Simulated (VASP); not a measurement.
# Ti3HN3 in VASP: further runs

Runs on Ti3HN3. Level: PBE. Tasks: single point.

Program: VASP 6.6.1. These are calculated values, not measurements. Logs are shortened: lines on timing, memory, paths and dates and some standing lists are left out, and cuts for length are marked.

## 1. The cell of the first run

The cell holds a slab with vacuum, 7 atoms: a = 3.003 Å, b = 3.003 Å, c = 19.758 Å, α = 90.00°, β = 90.00°, γ = 90.00°.

## 2. Single point, PBE

Contents of INCAR:

```
SYSTEM = Ti3HN3
PREC = Accurate
ENCUT = 520
EDIFF = 1E-6
ISMEAR = 0
SIGMA = 0.1
LREAL = .False.
LASPH = .True.
NELM = 100
ALGO = Normal
ISIF = 2
LWAVE = .False.
LCHARG = .False.
LDIPOL = .True.
IDIPOL = 3
DIPOL = 0.5 0.5 0.330
GGA = PE
NBANDS = 35
```

Contents of KPOINTS:

```
regular mesh
0
Gamma
  9 9 1
  0 0 0
```

Contents of POSCAR:

```
Ti3HN3
1.0
    3.0028555065      0.0000000000      0.0000000000
    0.0000000000      3.0028555065      0.0000000000
    0.0000000000      0.0000000000     19.7584945265
Ti N H
3 3 1
Direct
    0.5000000000      0.5000000000      0.2024445736
    0.0000000000      0.0000000000      0.3072496201
    0.5000000000      0.5000000000      0.4076776418
    0.0000000000      0.0000000000      0.2024445736
    0.5000000000      0.5000000000      0.3055678856
    0.0000000000      0.0000000000      0.4179718508
    0.1250000000      0.2500000000      0.4674622535
```

Potentials or basis: VASP PAW PBE potentials, release 64 (Ti_sv, N, H).

Run with:

```bash
cat potpaw_PBE.64/Ti_sv/POTCAR potpaw_PBE.64/N/POTCAR potpaw_PBE.64/H/POTCAR > POTCAR
mpirun -np 1 vasp_std > vasp.out
```

OUTCAR:

```text
SYSTEM = Ti3HN3
   PREC = Accurate
   ENCUT = 520
   EDIFF = 1E-6
   ISMEAR = 0
   LREAL = .False.
   LASPH = .True.
   NELM = 100
   ISIF = 2
   GGA = PE

 ion  position               nearest neighbor table
   1  0.500  0.500  0.202-   5 2.04   4 2.12   4 2.12   4 2.12   4 2.12
   2  0.000  0.000  0.307-   4 2.07   5 2.12   5 2.12   5 2.12   5 2.12   6 2.19   3 2.91   3 2.91
                             3 2.91   3 2.91
   3  0.500  0.500  0.408-   7 1.80   5 2.02   6 2.13   6 2.13   6 2.13   6 2.13   2 2.91   2 2.91
                             2 2.91   2 2.91
   4  0.000  0.000  0.202-   2 2.07   1 2.12   1 2.12   1 2.12   1 2.12
   5  0.500  0.500  0.306-   3 2.02   1 2.04   2 2.12   2 2.12   2 2.12   2 2.12
   6  0.000  0.000  0.418-   7 1.29   3 2.13   3 2.13   3 2.13   3 2.13   2 2.19
   7  0.125  0.250  0.467-   6 1.29   3 1.80

  LATTYP: Found a simple tetragonal cell.
 ALAT       =     3.0028555065
 C/A-ratio  =     6.5799018580

  Lattice vectors:

 A1 = (   3.0028555065,   0.0000000000,   0.0000000000)
 A2 = (   0.0000000000,   3.0028555065,   0.0000000000)
 A3 = (   0.0000000000,   0.0000000000,  19.7584945265)

Analysis of symmetry for initial positions (statically):
=====================================================================
 Subroutine PRICEL returns:
 Original cell was already a primitive cell.

 Routine SETGRP: Setting up the symmetry group for a
 simple tetragonal supercell.

 Subroutine GETGRP returns: Found  1 space group operations
 (whereof  1 operations were pure point group operations)
 out of a pool of 16 trial point group operations.

The static configuration has the point symmetry C_1 .

Analysis of symmetry for dynamics (positions and initial velocities):
=====================================================================
 Subroutine PRICEL returns:
 Original cell was already a primitive cell.

 Routine SETGRP: Setting up the symmetry group for a
 simple tetragonal supercell.

 Subroutine GETGRP returns: Found  1 space group operations
 (whereof  1 operations were pure point group operations)
 out of a pool of 16 trial point group operations.

The dynamic configuration has the point symmetry C_1 .

 Subroutine INISYM returns: Found  1 space group operations
 (whereof  1 operations are pure point group operations),
 and found     1 'primitive' translations

----------------------------------------------------------------------------------------

                                     Primitive cell

  volume of cell :     178.1651

  direct lattice vectors                    reciprocal lattice vectors
     3.002855506  0.000000000  0.000000000     0.333016357  0.000000000  0.000000000
     0.000000000  3.002855506  0.000000000     0.000000000  0.333016357  0.000000000
     0.000000000  0.000000000 19.758494527     0.000000000  0.000000000  0.050611143

  length of vectors
     3.002855506  3.002855506 19.758494527     0.333016357  0.333016357  0.050611143

  position of ions in fractional coordinates (direct lattice)
     0.500000000  0.500000000  0.202444574
     0.000000000  0.000000000  0.307249620
     0.500000000  0.500000000  0.407677642
     0.000000000  0.000000000  0.202444574
     0.500000000  0.500000000  0.305567886
     0.000000000  0.000000000  0.417971851
     0.125000000  0.250000000  0.467462254

  ion indices of the primitive-cell ions
   primitive index   ion index
                 1           1
                 2           2
                 3           3
                 4           4
                 5           5
                 6           6
                 7           7

----------------------------------------------------------------------------------------

 KPOINTS: regular mesh

Automatic generation of k-mesh.
 Grid dimensions read from file:
 generate k-points for:    9    9    1

 Generating k-lattice:

  Cartesian coordinates                     Fractional coordinates (reciprocal lattice)
     0.037001817  0.000000000  0.000000000     0.111111111  0.000000000  0.000000000
     0.000000000  0.037001817  0.000000000     0.000000000  0.111111111  0.000000000
     0.000000000  0.000000000  0.050611143     0.000000000  0.000000000  1.000000000

  Length of vectors
     0.037001817  0.037001817  0.050611143

  Shift w.r.t. Gamma in fractional coordinates (k-lattice)
     0.000000000  0.000000000  0.000000000

 Subroutine IBZKPT returns following result:
 ===========================================

 Found     41 irreducible k-points:

 Following reciprocal coordinates:
            Coordinates               Weight
  0.000000  0.000000  0.000000      1.000000
  0.111111  0.000000  0.000000      2.000000
  0.000000  0.111111  0.000000      2.000000
  0.222222  0.000000  0.000000      2.000000
  0.000000  0.222222  0.000000      2.000000
  0.333333  0.000000  0.000000      2.000000
[... 16 lines left out ...]
  0.111111  0.444444  0.000000      2.000000
  0.222222  0.222222  0.000000      2.000000
 [... further k-points ...]
   k-points           NKPTS =     41   k-points in BZ     NKDIM =     41   number of bands    NBANDS=     35
   number of dos      NEDOS =    301   number of ions     NIONS =      7
   total plane-waves  NPLWV =  86400
   dimension x,y,z NGX =    24 NGY =   24 NGZ =  150
   dimension x,y,z NGXF=    48 NGYF=   48 NGZF=  300
   ions per type =               3   3   1
   NGX,Y,Z   is equivalent  to a cutoff of  13.29, 13.29, 12.62 a.u.
   NGXF,Y,Z  is equivalent  to a cutoff of  26.57, 26.57, 25.24 a.u.
 SYSTEM =  Ti3HN3
   PREC   = accura    normal or accurate (medium, high low for compatibility)
   ISTART =      0    job   : 0-new  1-cont  2-samecut
   ICHARG =      2    charge: 1-file 2-atom 10-const
   ISPIN  =      1    spin polarized calculation?
   LNONCOLLINEAR =      F non collinear calculations
   LSORBIT =      F    spin-orbit coupling
   LASPH  =      T    aspherical Exc in radial PAW
   ENCUT  =  520.0 eV  38.22 Ry    6.18 a.u.   5.58  5.58 36.74*2*pi/ulx,y,z
   NELM   =    100;   NELMIN=  2; NELMDL= -5     # of ELM steps
   EDIFF  = 0.1E-05   stopping-criterion for ELM
   LREAL  =      F    real-space projection
   EDIFFG = 0.1E-04   stopping-criterion for IOM
   NSW    =      0    number of steps for IOM
   IBRION =     -1    ionic relax: 0-MD 1-quasi-New 2-CG
   NFREE  =      0    steps in history (QN), initial steepest desc. (CG)
   ISIF   =      2    stress and relaxation
   ISYM   =      2    0-nonsym 1-usesym 2-fastsym
   POTIM  = 0.5000    time-step for ionic-motion
   TEBEG  =    0.0;   TEEND  =   0.0 temperature during run
   PSTRESS=    0.0 pullay stress
   NELECT =      52.0000    total number of electrons
   NUPDOWN=      -1.0000    fix difference up-down
   EMIN   =  10.00;   EMAX   =-10.00  energy-range for DOS
   EFERMI =   0.00;   METHOD = LEGACY
   ISMEAR =     0;   SIGMA  =   0.10  broadening in eV -4-tet -1-fermi 0-gaus
   EFERMI_NEDOS =   21; number of points for ismear=-14 and -15
   IALGO  =     38    algorithm
   IMIX   =      4    mixing-type and parameters
     AMIX     =   0.40;   BMIX     =  1.00
     AMIX_MAG =   1.60;   BMIX_MAG =  1.00
  volume/ion in A,a.u.               =      25.45       171.76
  Fermi-wavevector in a.u.,A,eV,Ry     =   1.085930  2.052110 16.044579  1.179243
  Thomas-Fermi vector in A             =   2.222055
   LORBIT       =      0    0 simple, 1 ext, 2 COOP (PROOUT), +10 PAW based schemes
   GGA     = PE    functional components
   LHFCALC =     F    Hartree Fock is set to
   AEXX    =    0.0000 exact exchange contribution
   IVDW    =     0    specifies the selected vdW correction
   LEPSILON=     F    determine dielectric tensor
   LRPA    =     F    only Hartree local field effects (RPA)
 non-spin polarized calculation
 Gauss-broadening in eV      SIGMA  =   0.10
  energy-cutoff  :      520.00
  volume of cell :      178.17
 maximum number of plane-waves:      4826
   NGX = 11   NGY = 11   NGZ = 73

 dipolmoment           0.000000      0.000000     -0.021012 electrons x Angstroem

 number of electron      52.0000000 magnetization

 dipolmoment           0.000000      0.000000      0.055467 electrons x Angstroem

 Free energy of the ion-electron system (eV)
  ---------------------------------------------------
  ext. energy  EPLUGINS =         0.00000000
  ---------------------------------------------------
  free energy    TOTEN  =       -59.31016683 eV

  energy without entropy =      -59.29329913  energy(sigma->0) =      -59.30173298

 E-fermi :   1.6966     XC(G=0):  -5.3297

 val. band max:        1.6859238737   @ k =   0.2222   0.2222   0.0000
 cond. band min:       1.7055989410   @ k =   0.0000   0.1111   0.0000
 fundamental gap:      0.0196750673
 Fermi energy:         1.6966471288

 k-point     1 :       0.0000    0.0000    0.0000
  band No.  band energies     occupation
      1     -56.3126      2.00000
      2     -55.9209      2.00000
      3     -55.8151      2.00000
      4     -32.7747      2.00000
      5     -32.3970      2.00000
      6     -32.3712      2.00000
[... 27 lines left out ...]
     34       3.2221      0.00000
     35       3.2884      0.00000

 k-point     2 :       0.1111    0.0000    0.0000
  band No.  band energies     occupation
      1     -56.3086      2.00000
      2     -55.9148      2.00000
      3     -55.8139      2.00000
      4     -32.7718      2.00000
      5     -32.4449      2.00000
      6     -32.3692      2.00000
[... 27 lines left out ...]
     34       3.4006      0.00000
     35       3.5897      0.00000
[... 796 lines left out ...]
     34       3.9042      0.00000
     35       4.3217      0.00000

 k-point    24 :       0.2222    0.2222    0.0000
  band No.  band energies     occupation
      1     -56.2852      2.00000
      2     -55.8789      2.00000
      3     -55.8050      2.00000
      4     -32.7525      2.00000
      5     -32.5376      2.00000
      6     -32.4857      2.00000
[... 27 lines left out ...]
     34       3.8014      0.00000
     35       4.1179      0.00000

 [... further k-points ...]

------------------------ aborting loop because EDIFF is reached ----------------------------------------

 vacuum level on the upper side and lower side of the slab       (xc-potential included)         0.394        -0.735

  FORCE on cell =-STRESS in cart. coord.  units (eV):
  Direction    XX          YY          ZZ          XY          YZ          ZX
  --------------------------------------------------------------------------------------
  -------------------------------------------------------------------------------------
  Total       -1.4695624     -2.0709736      0.8666086     -0.3141659     -1.6221088     -1.0160800
  in kB      -13.2152657    -18.6235482      7.7931107     -2.8251855    -14.5870628     -9.1372558
  external PRESSURE =      -8.0152344 kB  Pullay stress =       0.0000000 kB

 VOLUME and BASIS-vectors are now :
 -----------------------------------------------------------------------------
  energy-cutoff  :      520.00
  volume of cell :      178.17
      direct lattice vectors                 reciprocal lattice vectors
     3.002855506  0.000000000  0.000000000     0.333016357  0.000000000  0.000000000
     0.000000000  3.002855506  0.000000000     0.000000000  0.333016357  0.000000000
     0.000000000  0.000000000 19.758494527     0.000000000  0.000000000  0.050611143

 POSITION                                       TOTAL-FORCE (eV/Angst)
 -----------------------------------------------------------------------------------
      1.50143      1.50143      4.00000         0.012133      0.132824      1.411489
      0.00000      0.00000      6.07079         0.211105      0.217463     -0.144761
      1.50143      1.50143      8.05510         0.519406      0.623741     -0.765534
      0.00000      0.00000      4.00000        -0.053646     -0.157060     -1.428702
      1.50143      1.50143      6.03756        -0.075387     -0.036260     -0.170539
      0.00000      0.00000      8.25849         0.197195      0.449796      1.089828
      0.37536      0.75071      9.23635        -0.810806     -1.230505      0.008218
 -----------------------------------------------------------------------------------
    total drift:                                0.000001     -0.000000      0.000703

  FREE ENERGIE OF THE ION-ELECTRON SYSTEM (eV)
  ---------------------------------------------------
  free  energy   TOTEN  =       -59.3101668293 eV

  energy  without entropy=      -59.2932991268  energy(sigma->0) =      -59.30173298

 vacuum level on the upper side and lower side of the slab         5.252         4.090
```

Run time: 3.6 min. Hardware: 1 thread of Intel Xeon 6975P-C (Granite Rapids), shared host; peak memory 0.41 GiB.

Results:

* Free energy: -59.3102 eV
* Largest force: 1.474 eV/Å
* Band gap on the k mesh: zero (bands 26 and 27 overlap by 1.66 eV)

Forces on the atoms (eV/Å):
```
Ti   0.012  0.133  1.411
Ti   0.211  0.217 -0.145
Ti   0.519  0.624 -0.766
N   -0.054 -0.157 -1.429
N   -0.075 -0.036 -0.171
N    0.197  0.450  1.090
H   -0.811 -1.231  0.008
```

## 3. Single point, PBE

Contents of INCAR:

```
SYSTEM = Ti3HN3
ALGO     = Normal         ! electronic algorithm
DIPOL    = 0.5 0.5 0.333
EDIFF    = 1E-7           ! SCF threshold, eV
ENCUT    = 520            ! plane-wave cutoff, eV
GGA      = PE             ! functional
IDIPOL   = 3            
ISIF     = 2              ! what is computed and relaxed
ISMEAR   = 0              ! smearing method
LASPH    = .TRUE.         ! aspherical terms in the spheres
LCHARG   = .FALSE.        ! write CHGCAR
LDIPOL   = .TRUE.       
LREAL    = .FALSE.        ! projectors in reciprocal space
LWAVE    = .FALSE.        ! write WAVECAR
NBANDS   = 35             ! bands
NELM     = 80             ! most SCF steps
PREC     = Accurate       ! precision mode
SIGMA    = 0.1            ! smearing width, eV
```

Contents of KPOINTS:

```
k-points
0
G
  9 9 1
  0 0 0
```

POSCAR: that of step 2 with these lines changed.

```diff
@@ -14,2 +14,2 @@
     0.0000000000      0.0000000000      0.4179718508
-    0.1250000000      0.2500000000      0.4674622535
+    0.2500000000      0.3750000000      0.4887391817
```

Potentials or basis: VASP PAW PBE potentials, release 64 (Ti_sv, N, H).

Run with:

```bash
cat potpaw_PBE.64/Ti_sv/POTCAR potpaw_PBE.64/N/POTCAR potpaw_PBE.64/H/POTCAR > POTCAR
mpirun -np 1 vasp_std > vasp.out
```

OUTCAR:

```text
SYSTEM = Ti3HN3
   EDIFF = 1E-7
   ENCUT = 520
   GGA = PE
   ISIF = 2
   ISMEAR = 0
   LASPH = .TRUE.
   LREAL = .FALSE.
   NELM = 80
   PREC = Accurate

 ion  position               nearest neighbor table
   1  0.500  0.500  0.202-   5 2.04   4 2.12   4 2.12   4 2.12   4 2.12
   2  0.000  0.000  0.307-   4 2.07   5 2.12   5 2.12   5 2.12   5 2.12   6 2.19   3 2.91   3 2.91
                             3 2.91   3 2.91
   3  0.500  0.500  0.408-   7 1.81   5 2.02   6 2.13   6 2.13   6 2.13   6 2.13   2 2.91   2 2.91
                             2 2.91   2 2.91
   4  0.000  0.000  0.202-   2 2.07   1 2.12   1 2.12   1 2.12   1 2.12
   5  0.500  0.500  0.306-   3 2.02   1 2.04   2 2.12   2 2.12   2 2.12   2 2.12
   6  0.000  0.000  0.418-   3 2.13   3 2.13   3 2.13   3 2.13   2 2.19
   7  0.250  0.375  0.489-   3 1.81
[... 1130 lines left out ...]
  external PRESSURE =     -14.4630418 kB  Pullay stress =       0.0000000 kB

 VOLUME and BASIS-vectors are now :
 -----------------------------------------------------------------------------
  energy-cutoff  :      520.00
  volume of cell :      178.17
      direct lattice vectors                 reciprocal lattice vectors
     3.002855506  0.000000000  0.000000000     0.333016357  0.000000000  0.000000000
     0.000000000  3.002855506  0.000000000     0.000000000  0.333016357  0.000000000
     0.000000000  0.000000000 19.758494527     0.000000000  0.000000000  0.050611143

 POSITION                                       TOTAL-FORCE (eV/Angst)
 -----------------------------------------------------------------------------------
      1.50143      1.50143      4.00000        -0.086470      0.016502      1.104712
      0.00000      0.00000      6.07079         0.102582      0.073618     -0.130009
      1.50143      1.50143      8.05510        -0.040431      0.053181      2.815698
      0.00000      0.00000      4.00000         0.003067     -0.058698     -1.409495
      1.50143      1.50143      6.03756        -0.006661      0.015218     -0.579729
      0.00000      0.00000      8.25849        -0.439227     -0.294022     -1.803676
      0.75071      1.12607      9.65675         0.467139      0.194201      0.002499
 -----------------------------------------------------------------------------------
    total drift:                                0.000004      0.000003      0.000273

  FREE ENERGIE OF THE ION-ELECTRON SYSTEM (eV)
  ---------------------------------------------------
  free  energy   TOTEN  =       -59.3024959296 eV

  energy  without entropy=      -59.2786688858  energy(sigma->0) =      -59.29058241

 vacuum level on the upper side and lower side of the slab         6.870         3.085
```

OSZICAR:

```text
N       E                     dE             d eps       ncg     rms          rms(c)
DAV:   1     0.683802281048E+03    0.68380E+03   -0.27191E+04  3134   0.149E+03
DAV:   2     0.353670535460E+02   -0.64844E+03   -0.62899E+03  3285   0.468E+02
DAV:   3    -0.657235977678E+02   -0.10109E+03   -0.99702E+02  4598   0.170E+02
[... 24 lines left out ...]
DAV:  28    -0.593024941821E+02   -0.30942E-05   -0.50756E-07  2566   0.335E-03    0.137E-03
DAV:  29    -0.593024950981E+02   -0.91592E-06   -0.31008E-07  2811   0.391E-03    0.704E-04
DAV:  30    -0.593024956188E+02   -0.52078E-06   -0.86359E-08  2340   0.151E-03    0.306E-04
DAV:  31    -0.593024958590E+02   -0.24018E-06   -0.30842E-08  2111   0.803E-04    0.296E-04
DAV:  32    -0.593024959296E+02   -0.70549E-07   -0.11856E-08  2000   0.777E-04
   1 F= -.59302496E+02 E0= -.59290582E+02  d E =-.238270E-01
```

stdout:

```text
POSCAR found type information on POSCAR TiN H
 POSCAR found :  3 types and       7 ions
 scaLAPACK will be used
 LDA part: xc-table for (Slater+PW92), standard interpolation
 POSCAR, INCAR and KPOINTS ok, starting setup
 FFT: planning ... GRIDC
 FFT: planning ... GRID_SOFT
 FFT: planning ... GRID
 WAVECAR not read
 entering main loop
```

Run time: 4.2 min. Hardware: 1 thread of Intel Xeon 6975P-C (Granite Rapids), shared host; peak memory 0.39 GiB.

What came out:

```yaml
Free_energy: -59.3025 eV
Largest_force: 2.816 eV/Å
Band_gap_on_the_k_mesh: zero (bands 26 and 27 overlap by 1.65 eV)
```

Forces on the atoms (eV/Å):
```
Ti  -0.086  0.017  1.105
Ti   0.103  0.074 -0.130
Ti  -0.040  0.053  2.816
N    0.003 -0.059 -1.409
N   -0.007  0.015 -0.580
N   -0.439 -0.294 -1.804
H    0.467  0.194  0.002
```

## 4. Single point, PBE

Contents of INCAR:

```
SYSTEM = Ti3HN3
  PREC = Accurate
  ENCUT = 520
  EDIFF = 1E-7
  ISMEAR = 0
  SIGMA = 0.1
  LREAL = .FALSE.
  LASPH = .TRUE.
  NELM = 100
  ALGO = Normal
  ISIF = 2
  LWAVE = .FALSE.
  LCHARG = .FALSE.
  LDIPOL = .TRUE.
  IDIPOL = 3
  DIPOL = 0.5 0.5 0.332
  GGA = PE
  NBANDS = 35
```

Contents of KPOINTS:

```
regular mesh
0
G
  9 9 1
  0 0 0
```

POSCAR: that of step 3 with these lines changed.

```diff
@@ -14,2 +14,2 @@
     0.0000000000      0.0000000000      0.4179718508
-    0.2500000000      0.3750000000      0.4887391817
+    0.1250000000      0.3750000000      0.4824820733
```

Run with:

```bash
cat potpaw_PBE.64/Ti_sv/POTCAR potpaw_PBE.64/N/POTCAR potpaw_PBE.64/H/POTCAR > POTCAR
mpirun -np 1 vasp_std > vasp.out
```

Wall time 4.1 min (1 thread of Intel Xeon 6975P-C (Granite Rapids), shared host); peak memory 0.39 GiB.

It converged, with:

| Item | Value |
| --- | --- |
| Free energy | -59.1121 eV |
| Largest force | 1.958 eV/Å |
| Band gap on the k mesh | zero (bands 26 and 27 overlap by 1.71 eV) |

Forces on the atoms (eV/Å):
```
Ti  -0.068  0.117  1.215
Ti   0.147  0.092 -0.065
Ti  -0.097  0.137  1.951
N    0.000 -0.133 -1.457
N   -0.051  0.021 -0.342
N   -0.371 -0.175 -1.306
H    0.439 -0.059  0.004
```

Levels at points of the mesh, in eV from the Fermi level:
```csv
k point,band 23,band 24,band 25,band 26,band 27,band 28,band 29,band 30
"(0.00, 0.00, 0.00)",-2.45,-2.13,-1.99,-1.71,-0.81,-0.43,0.13,0.16
```

## 5. Overview

```tsv
cell	gap on the mesh (eV)	largest force (eV/Å)
as given, atomic positions A	none	1.47
as given, atomic positions B	none	2.82
as given, atomic positions C	none	1.96
```

Alike in all rows: task single point; level PBE; potentials or basis VASP PAW PBE potentials, release 64 (Ti_sv, N, H); no spin polarisation; k mesh 9 × 9 × 1; cutoff (eV) 520; smearing gaussian 0.1 eV.

Total energies depend on the potentials used, so only differences within one code and one set of settings carry meaning.
